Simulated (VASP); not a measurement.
CaO:

```
CELL_PARAMETERS angstrom
0.00000 2.41515 2.41515
2.41515 0.00000 2.41515
2.41515 2.41515 0.00000
ATOMIC_POSITIONS crystal
Ca 0.50000 0.50000 0.50000
O 0.00000 0.00000 0.00000
```

Base run:

| Item | Value |
| --- | --- |
| Program | VASP 6.6.1 |
| Functional | r2SCAN |
| Potentials or basis | VASP PAW PBE potentials, release 64 (Ca_sv, O) |
| Cutoff | 660 eV |
| k mesh | 8 × 8 × 8 |
| Occupations | gaussian, width 0.02 eV |
| Spin | no spin polarisation |

Its results: band gap on the k mesh 4.19 eV, indirect (least direct gap 4.57 eV); pressure -1.7 GPa.

Question: The run is repeated on the same cell with these changes: functional from r2SCAN to LDA; potentials or basis from VASP PAW PBE potentials, release 64 (Ca_sv, O) to VASP PAW LDA potentials, release 64 (Ca_sv, O); cutoff from 660 eV to 600 eV. What comes out?

Answer: Band gap on the k mesh 3.47 eV, indirect (least direct gap 3.85 eV); pressure -7.8 GPa.

Caveats: the PAW data sets were made with another functional, which shifts forces and pressure a little (some runs).

A k mesh can miss the band edges.
